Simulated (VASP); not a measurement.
Write the native input for VASP 6.6.1 that does the following.

```yaml
Task: single point
Functional: LDA
Potentials_or_basis: VASP PAW LDA potentials, release 64 (Te, Nb_sv)
Cutoff: 520 eV
k_mesh: 8 × 8 × 7
Occupations: fermi-dirac, width 0.05 eV
Spin: no spin polarisation
Hubbard_terms: Nb d U = 1.0 eV
Dipole_correction: no
Further_INCAR_settings: ALGO = Normal; EDIFF = 1e-07; NBANDS = 16
```

The structure of NbTe lies in POSCAR:

```
NbTe
1.0
    3.7029743866      0.0000000000      0.0000000000
   -1.8514871933      3.2068698884      0.0000000000
    0.0000000000      0.0000000000      3.6942110000
Te Nb
1 1
Direct
    0.6666666667      0.3333333333      0.0000000000
    0.0000000000      0.0000000000      0.5000000000
```

One way to write it, as run:

INCAR

```
PREC     = Accurate       # precision mode
ENCUT    = 520            # plane-wave cutoff, eV
EDIFF    = 1E-7           # SCF threshold, eV
ISMEAR   = -1             # smearing method
SIGMA    = 0.05           # smearing width, eV
LREAL    = False          # projectors in reciprocal space
LASPH    = True           # aspherical terms in the spheres
NELM     = 150            # most SCF steps
ALGO     = Normal         # electronic algorithm
ISIF     = 2              # what is computed and relaxed
LWAVE    = False          # write WAVECAR
LCHARG   = False          # write CHGCAR
LMAXMIX  = 4              # l up to which the mixer works
LDAU     = True           # DFT+U
LDAUTYPE = 2            
LDAUL    = -1 2           # shell
LDAUU    = 0 1            # U, eV
LDAUJ    = 0 0          
LDAUPRINT= 1            
NBANDS   = 16             # bands
```

KPOINTS

```
Automatic mesh
0
Gamma
  8 8 7
```

Potentials or basis: VASP PAW LDA potentials, release 64 (Te, Nb_sv).

Run with:

```sh
$ cat potpaw_LDA.64/Te/POTCAR potpaw_LDA.64/Nb_sv/POTCAR > POTCAR
$ mpirun -np 1 vasp_std > vasp.out
```

Results of the run:

- Pressure: -6.7 GPa

Caveat: U without spin polarisation on a metal has little footing; the U is typed as a test and isn't derived for this compound.

It took 21 s on 1 thread of Intel(R) Xeon(R) Platinum 8488C (Sapphire Rapids), on a shared host, peak memory 0.16 GiB.
